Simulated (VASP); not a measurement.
NiO, 2 atoms in the cell. The structure is cubic, space group F-43m (No. 216). The conventional cell has a = 4.584 Å, b = 4.584 Å, c = 4.584 Å, α = 90.00°, β = 90.00°, γ = 90.00°. Within 2.6 Å of Ni (site symmetry -43m) lie 4 O at 1.98 Å. Within 2.6 Å of O (site symmetry -43m) lie 4 Ni at 1.98 Å.  This cell differs from its parent crystal: volume scaled by 1.070.

- Program: VASP 6.6.1
- Task: single point
- Functional: PBE
- Potentials or basis: VASP PAW PBE potentials, release 64 (Ni, O)
- Cutoff: 520 eV
- k mesh: 12 × 12 × 12
- Occupations: gaussian, width 0.05 eV
- Spin: collinear spin, ferromagnetic start
- Starting moments: [1.65, 0.0] μB
- Dipole correction: no
- Further INCAR settings: ALGO = Normal; EDIFF = 1e-07; NBANDS = 19

Potentials or basis: VASP PAW PBE potentials, release 64 (Ni, O).

Run with:

```console
$ cat potpaw_PBE.64/Ni/POTCAR potpaw_PBE.64/O/POTCAR > POTCAR
$ mpirun -np 1 vasp_std > vasp.out
```

Hardware: 1 thread of Intel(R) Xeon(R) 6975P-C (Granite Rapids), on a shared host.

Task: How long does it take, and how much memory?

Result: It took 35 s on 1 thread of Intel(R) Xeon(R) 6975P-C (Granite Rapids) (shared host), peak memory 0.18 GiB. Counts: scf iterations 18, k points 72.
